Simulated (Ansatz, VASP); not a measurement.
## Tl: VASP beside Ansatz

```xyz
2
Lattice="3.4014 0.0000 0.0000 -1.7007 2.9457 0.0000 0.0000 0.0000 5.4430" Properties=species:S:1:pos:R:3 pbc="T T T"
Tl    0.0000    1.9638    1.3608
Tl    1.7007    0.9819    4.0823
```

Alike in both runs: task single point; functional LDA; k mesh 7 × 7 × 4; occupations fermi-dirac, width 0.1 eV; no spin polarisation.

|  | VASP | Ansatz |
| --- | --- | --- |
| version | VASP 6.6.1 | Ansatz 0.2.0 |
| potentials or method | VASP PAW LDA potentials, release 64 (Tl_d), cutoff 520 eV | plane waves (420 eV) with PAW, scalar-relativistic |
| valence electrons in the cell | 26 | 26 |

|  | VASP | Ansatz | Ansatz less VASP |
| --- | --- | --- | --- |
| pressure (GPa) | 0.2 | 0.1 | -0.09 |
| traceless stress, the component that is largest in VASP (GPa) | 0.45 | 0.42 | -0.030 |

Ansatz warns that its potentials were made for another functional, while VASP's fit it. LDA's correlation is that of Perdew and Zunger in VASP and of Perdew and Wang (1992) in Ansatz.

Neither program's run includes spin-orbit coupling.
